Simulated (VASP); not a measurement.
# TaN (P-6m2) in VASP: notebook, part 2 of 2

VASP 6.6.1. Earlier steps stand in the parts before.

## Step 4: Single point, HSE06

This run uses another cell than the first one, of 10.13 Å³/atom.

Input file POSCAR:

```
TaN
1.0
    2.8780239874      0.0000000000      0.0000000000
   -1.4390119937      2.4924418858      0.0000000000
    0.0000000000      0.0000000000      2.8241467514
Ta N
1 1
Direct
    0.0000000000      0.0000000000      0.5000000000
    0.6666666667      0.3333333333      0.0000000000
```

Input file INCAR.step1:

```
ALGO = Normal
EDIFF = 1E-5
ENCUT = 520
GGA = PE
ISIF = 2
ISMEAR = -1
LASPH = T
LCHARG = F
LREAL = F
LWAVE = T
NBANDS = 15
NELM = 60
PREC = Accurate
SIGMA = 0.05
```

Input file INCAR.step2:

```
ALGO = Normal
EDIFF = 1E-6
ENCUT = 520
GGA = PE
HFSCREEN = 0.2079
ISIF = 2
ISMEAR = -1
ISTART = 1
LASPH = T
LCHARG = F
LHFCALC = T
LREAL = F
LWAVE = F
NBANDS = 15
NELM = 60
PREC = Accurate
PRECFOCK = Normal
SIGMA = 0.05
```

Input file KPOINTS:

```
k-points
0
Gamma
  6 6 6
```

Potentials or basis: VASP PAW PBE potentials, release 64 (Ta_pv, N).

On the command line:

```console
cat potpaw_PBE.64/Ta_pv/POTCAR potpaw_PBE.64/N/POTCAR > POTCAR
cp INCAR.step1 INCAR
mpirun -np 1 vasp_std > vasp.out
cp INCAR.step2 INCAR
mpirun -np 1 vasp_std > vasp.out
```

OUTCAR:

```text
EDIFF = 1E-6
   ENCUT = 520
   GGA = PE
   HFSCREEN = 0.2079
   ISIF = 2
   ISMEAR = -1
   ISTART = 1
   LASPH = T
   LHFCALC = T
   LREAL = F
   NELM = 60
   PREC = Accurate
   PRECFOCK = Normal

 ion  position               nearest neighbor table
   1  0.000  0.000  0.500-   2 2.18   2 2.18   2 2.18   2 2.18   2 2.18   2 2.18
   2  0.667  0.333  0.000-   1 2.18   1 2.18   1 2.18   1 2.18   1 2.18   1 2.18

  LATTYP: Found a hexagonal cell.
 ALAT       =     2.8780239874
 C/A-ratio  =     0.9812797822

  Lattice vectors:

 A1 = (   2.8780239874,   0.0000000000,   0.0000000000)
 A2 = (  -1.4390119937,   2.4924418858,   0.0000000000)
 A3 = (   0.0000000000,   0.0000000000,   2.8241467514)

Analysis of symmetry for initial positions (statically):
=====================================================================
 Subroutine PRICEL returns:
 Original cell was already a primitive cell.

 Routine SETGRP: Setting up the symmetry group for a
 hexagonal supercell.

 Subroutine GETGRP returns: Found 12 space group operations
 (whereof 12 operations were pure point group operations)
 out of a pool of 24 trial point group operations.

The static configuration has the point symmetry D_3h.

Analysis of symmetry for dynamics (positions and initial velocities):
=====================================================================
 Subroutine PRICEL returns:
 Original cell was already a primitive cell.

 Routine SETGRP: Setting up the symmetry group for a
 hexagonal supercell.

 Subroutine GETGRP returns: Found 12 space group operations
 (whereof 12 operations were pure point group operations)
 out of a pool of 24 trial point group operations.

The dynamic configuration has the point symmetry D_3h.

 Subroutine INISYM returns: Found 12 space group operations
 (whereof 12 operations are pure point group operations),
[... 130 lines left out ...]
   HFSCREENC=   0.2079 screening length for correlation (either q_TF or 0.3 A-1)
   ENCUTFOCK=  -1.0 apply spherical cutoff to Coloumb kernel
   IVDW    =     0    specifies the selected vdW correction
   LEPSILON=     F    determine dielectric tensor
   LRPA    =     F    only Hartree local field effects (RPA)
 non-spin polarized calculation
  energy-cutoff  :      520.00
  volume of cell :       20.26
 maximum number of plane-waves:       559
 NGX is ok and might be reduce to    24
  NGX = 18; NGY = 18; NGZ = 16

 number of electron      15.9999999 magnetization

 Free energy of the ion-electron system (eV)
  ---------------------------------------------------
  ext. energy  EPLUGINS =         0.00000000
  ---------------------------------------------------
  free energy    TOTEN  =       -26.30694903 eV

  energy without entropy =      -26.30590236  energy(sigma->0) =      -26.30642570

 E-fermi :   9.2372     XC(G=0): -11.1539

 val. band max:        8.8502299053   @ k =   0.0000   0.0000   0.5000
 cond. band min:       9.2920328050   @ k =   0.0000   0.0000   0.3333
 fundamental gap:      0.4418028997
 Fermi energy:         9.2371774271

 k-point     1 :       0.0000    0.0000    0.0000
  band No.  band energies     occupation
      1     -28.3972      2.00000
      2     -28.0712      2.00000
      3     -28.0712      2.00000
      4     -11.7309      2.00000
      5       3.1310      2.00000
      6       3.1310      2.00000
      7       3.6085      2.00000
      8       5.1228      2.00000
      9      12.0783      0.00000
     10      13.3785      0.00000
     11      13.3785      0.00000
     12      13.9815      0.00000
     13      13.9815      0.00000
     14      23.3932      0.00000
[... 401 lines left out ...]
      2     -28.9584      2.00000
      3     -28.1746      2.00000
      4      -9.2361      2.00000
      5      -0.1639      2.00000
      6       1.9914      2.00000
      7       2.2693      2.00000
      8       6.9752      2.00000
      9      13.0288      0.00000
     10      13.4746      0.00000
     11      15.1949      0.00000
     12      16.5654      0.00000
     13      21.7123      0.00000
     14      23.0902      0.00000
     15      24.3244      0.00000

 [... further k-points ...]

------------------------ aborting loop because EDIFF is reached ----------------------------------------

  FORCE on cell =-STRESS in cart. coord.  units (eV):
  Direction    XX          YY          ZZ          XY          YZ          ZX
  --------------------------------------------------------------------------------------
  -------------------------------------------------------------------------------------
  Total        2.5561808      2.5561808      2.9114763      0.0000000     -0.0000000     -0.0000000
  in kB      202.1600992    202.1600992    230.2592721      0.0000000     -0.0000000     -0.0000000
  external PRESSURE =     211.5264901 kB  Pullay stress =       0.0000000 kB

 VOLUME and BASIS-vectors are now :
 -----------------------------------------------------------------------------
  energy-cutoff  :      520.00
  volume of cell :       20.26
      direct lattice vectors                 reciprocal lattice vectors
     2.878023987  0.000000000  0.000000000     0.347460620  0.200606483  0.000000000
    -1.439011994  2.492441886  0.000000000     0.000000000  0.401212965  0.000000000
     0.000000000  0.000000000  2.824146751     0.000000000  0.000000000  0.354089248

 POSITION                                       TOTAL-FORCE (eV/Angst)
 -----------------------------------------------------------------------------------
      0.00000      0.00000      1.41207        -0.000000      0.000000      0.000000
      1.43901      0.83081      0.00000         0.000000      0.000000      0.000000
 -----------------------------------------------------------------------------------
    total drift:                                0.000001     -0.000002      0.000000

  FREE ENERGIE OF THE ION-ELECTRON SYSTEM (eV)
  ---------------------------------------------------
  free  energy   TOTEN  =       -26.3069490310 eV

  energy  without entropy=      -26.3059023598  energy(sigma->0) =      -26.30642570
```

OUTCAR.step1:

```text
EDIFF = 1E-5
   ENCUT = 520
   GGA = PE
   ISIF = 2
   ISMEAR = -1
[... 654 lines left out ...]
 -----------------------------------------------------------------------------------
      0.00000      0.00000      1.41207        -0.000000      0.000000      0.000000
      1.43901      0.83081      0.00000         0.000000      0.000000      0.000000
 -----------------------------------------------------------------------------------
    total drift:                               -0.000000      0.000000      0.000000

  FREE ENERGIE OF THE ION-ELECTRON SYSTEM (eV)
  ---------------------------------------------------
  free  energy   TOTEN  =       -22.2991613734 eV

  energy  without entropy=      -22.2975090075  energy(sigma->0) =      -22.29833519
```

OSZICAR.step1:

```text
N       E                     dE             d eps       ncg     rms          rms(c)
DAV:   1     0.969685523915E+02    0.96969E+02   -0.90294E+03   840   0.114E+03
DAV:   2    -0.219168307820E+02   -0.11889E+03   -0.11277E+03  1029   0.310E+02
DAV:   3    -0.247763485721E+02   -0.28595E+01   -0.28502E+01   966   0.472E+01
DAV:   4    -0.247872927548E+02   -0.10944E-01   -0.10942E-01  1113   0.315E+00
DAV:   5    -0.247873453719E+02   -0.52617E-04   -0.52617E-04   980   0.214E-01    0.267E+01
DAV:   6    -0.223567617477E+02    0.24306E+01   -0.39243E+00  1050   0.237E+01    0.115E+01
DAV:   7    -0.223246971972E+02    0.32065E-01   -0.57091E-01   903   0.595E+00    0.782E+00
DAV:   8    -0.223072998532E+02    0.17397E-01   -0.11810E-01  1022   0.295E+00    0.186E+00
DAV:   9    -0.222991540039E+02    0.81458E-02   -0.14254E-02   973   0.103E+00    0.159E-01
DAV:  10    -0.222992288921E+02   -0.74888E-04   -0.11217E-03   959   0.373E-01    0.991E-02
DAV:  11    -0.222991615576E+02    0.67335E-04   -0.93747E-05  1022   0.100E-01    0.113E-02
DAV:  12    -0.222991613734E+02    0.18418E-06   -0.10851E-05   554   0.308E-02
   1 F= -.22299161E+02 E0= -.22298335E+02  d E =-.165237E-02
```

Run time: 60 min. Hardware: 1 thread of Intel Xeon 8259CL, shared host; peak memory 0.26 GiB.

Results:

* Free energy: -26.3069 eV
* Pressure: 21.2 GPa
* Band gap on the k mesh: zero (bands 8 and 9 overlap by 0.44 eV)

Levels at points of the mesh, in eV from the Fermi level:
```tsv
k point	band 6	band 7	band 8	band 9	band 10	band 11
(0.00, 0.00, 0.00)	-6.11	-5.63	-4.11	2.84	4.14	4.14
(0.50, 0.00, 0.00)	-6.81	-4.76	-4.45	3.54	4.67	6.04
(0.00, 0.00, 0.50)	-5.12	-5.12	-0.39	-0.39	2.48	3.78
(0.50, 0.00, 0.50)	-7.88	-7.42	-1.09	4.97	6.16	6.92
```

Caveat: the k points lie up to 0.42 Å⁻¹ apart; the PAW data sets were made with another functional, which shifts forces and pressure a little; spin-orbit coupling is left out, which moves the levels of the heavy elements.

## Step 5: Single point, PBE0

This run uses another cell than the first one, of 11.42 Å³/atom.

Input file POSCAR:

```
TaN
1.0
    2.9956224723      0.0000000000      0.0000000000
   -1.4978112361      2.5942851611      0.0000000000
    0.0000000000      0.0000000000      2.9395437670
Ta N
1 1
Direct
    0.0000000000      0.0000000000      0.5000000000
    0.6666666667      0.3333333333      0.0000000000
```

Input file INCAR.step1:

```
PREC = Accurate
ENCUT = 520
EDIFF = 1E-5
ISMEAR = -1
SIGMA = 0.05
LREAL = False
LASPH = True
NELM = 100
ALGO = Normal
ISIF = 2
LWAVE = True
LCHARG = False
GGA = PE
NBANDS = 15
```

Input file INCAR.step2:

```
PREC = Accurate
ENCUT = 520
EDIFF = 1E-6
ISMEAR = -1
SIGMA = 0.05
LREAL = False
LASPH = True
NELM = 100
ALGO = Normal
ISIF = 2
LWAVE = False
LCHARG = False
GGA = PE
LHFCALC = True
AEXX = 0.25
PRECFOCK = Normal
ISTART = 1
NBANDS = 15
```

Input file KPOINTS:

```
Automatic mesh
0
Gamma
  6 6 4
```

On the command line:

```console
cat potpaw_PBE.64/Ta_pv/POTCAR potpaw_PBE.64/N/POTCAR > POTCAR
cp INCAR.step1 INCAR
mpirun -np 1 vasp_std > vasp.out
cp INCAR.step2 INCAR
mpirun -np 1 vasp_std > vasp.out
```

It took 12 min on 1 thread of Intel Xeon Platinum 8488C (Sapphire Rapids), shared host; peak memory 0.16 GiB.

The run converged. Its results:

| Item | Value |
| --- | --- |
| Free energy | -28.0162 eV |
| Pressure | -22.3 GPa |
| Band gap on the k mesh | zero (filled and empty bands touch) |

Stress tensor (GPa, compression positive):
```
-22.73   0.00   0.00
  0.00 -22.73   0.00
  0.00   0.00 -21.43
```

Levels at points of the mesh, in eV from the Fermi level:
| k point | band 5 | band 6 | band 7 | band 8 | band 9 | band 10 | band 11 | band 12 |
| --- | --- | --- | --- | --- | --- | --- | --- | --- |
| (0.00, 0.00, 0.00) | -5.60 | -5.60 | -5.16 | -4.02 | 2.58 | 4.25 | 4.25 | 4.72 |
| (0.50, 0.00, 0.00) | -9.70 | -6.24 | -4.32 | -4.28 | 3.74 | 4.62 | 5.84 | 6.02 |
| (0.00, 0.00, 0.50) | -10.87 | -4.70 | -4.70 | 0.00 | 0.00 | 2.70 | 4.11 | 4.11 |
| (0.50, 0.00, 0.50) | -8.61 | -7.46 | -6.76 | -1.42 | 4.77 | 5.87 | 6.47 | 7.92 |

Caveat: the k points lie up to 0.53 Å⁻¹ apart; the PAW data sets were made with another functional, which shifts forces and pressure a little; spin-orbit coupling is left out, which moves the levels of the heavy elements.

## Step 6: Single point, PBE-based screened hybrid with 25 % exact exchange

This run uses another cell than the first one, of 10.78 Å³/atom.

Input file POSCAR:

```
TaN
1.0
    2.9380000000      0.0000000000      0.0000000000
   -1.4690000000      2.5443826363      0.0000000000
    0.0000000000      0.0000000000      2.8830000000
Ta N
1 1
Direct
    0.0000000000      0.0000000000      0.5000000000
    0.6666666667      0.3333333333      0.0000000000
```

Input file INCAR.step1:

```
PREC = Accurate ; ENCUT = 520
EDIFF = 1E-5 ; ISMEAR = -1
SIGMA = 0.05 ; LREAL = False
LASPH = True ; NELM = 60
ALGO = Normal ; ISIF = 2
LWAVE = True ; LCHARG = False
GGA = PE ; NBANDS = 15
```

Input file INCAR.step2:

```
PREC = Accurate ; ENCUT = 520
EDIFF = 1E-7 ; ISMEAR = -1
SIGMA = 0.05 ; LREAL = False
LASPH = True ; NELM = 60
ALGO = Normal ; ISIF = 2
LWAVE = False ; LCHARG = False
GGA = PE ; LHFCALC = True
AEXX = 0.25 ; HFSCREEN = 0.3
PRECFOCK = Normal ; ISTART = 1
NBANDS = 15
```

Input file KPOINTS:

```
regular mesh
0
Gamma
  5 5 5
```

Potentials or basis: VASP PAW PBE potentials, release 64 (Ta_pv, N).

On the command line:

```console
cat potpaw_PBE.64/Ta_pv/POTCAR potpaw_PBE.64/N/POTCAR > POTCAR
cp INCAR.step1 INCAR
mpirun -np 1 vasp_std > vasp.out
cp INCAR.step2 INCAR
mpirun -np 1 vasp_std > vasp.out
```

It took 7.2 min on 1 thread of Intel Xeon Platinum 8559C (Emerald Rapids), shared host; peak memory 0.25 GiB.

It converged, with:

- Free energy: -25.7208 eV
- Pressure: -3.7 GPa
- Band gap on the k mesh: zero (filled and empty bands touch)

Stress tensor (GPa, compression positive):
```
-3.43  0.00  0.00
 0.00 -3.43  0.00
 0.00  0.00 -4.31
```

Levels at points of the mesh, in eV from the Fermi level:
```
           k point  band 4  band 5  band 6  band 7  band 8  band 9  band 10  band 11  band 12  band 13
(0.00, 0.00, 0.00)  -19.99   -5.38   -5.38   -4.89   -3.64    2.52     3.96     3.96     4.50     4.50
```

Caveat: the k points lie up to 0.49 Å⁻¹ apart; the PAW data sets were made with another functional, which shifts forces and pressure a little; spin-orbit coupling is left out, which moves the levels of the heavy elements.

## Step 7: The runs side by side

```tsv
level	cell	k mesh	screening parameter	gap on the mesh (eV)	pressure (GPa)
PBE0	a = 2.918, b = 2.918, c = 2.864 Å, angles 90.0, 90.0, 120.0°, 2 atoms	6 × 6 × 6	-	none	3.6
HSE06	a = 2.977, b = 2.977, c = 2.921 Å, angles 90.0, 90.0, 120.0°, 2 atoms	6 × 6 × 6	0.2079 1/Å	none	-17.1
HSE06	a = 2.878, b = 2.878, c = 2.824 Å, angles 90.0, 90.0, 120.0°, 2 atoms	6 × 6 × 6	0.2079 1/Å	none	21.2
PBE0	a = 2.996, b = 2.996, c = 2.940 Å, angles 90.0, 90.0, 120.0°, 2 atoms	6 × 6 × 4	-	none	-22.3
PBE-based screened hybrid with 25 % exact exchange	a = 2.938, b = 2.938, c = 2.883 Å, angles 90.0, 90.0, 120.0°, 2 atoms	5 × 5 × 5	0.3 1/Å	none	-3.7
```

Alike in all rows: task single point; potentials or basis VASP PAW PBE potentials, release 64 (Ta_pv, N); no spin polarisation; cutoff (eV) 520; smearing fermi-dirac 0.05 eV.

Caveats: all runs use coarse meshes; the PAW data sets were made with another functional, which shifts forces and pressure a little; spin-orbit coupling is left out, which moves the levels of the heavy elements.

Absolute energies hang on the potentials; compare differences alone.

The gap in the log of VASP goes by the Fermi energy; the results here count the filled bands.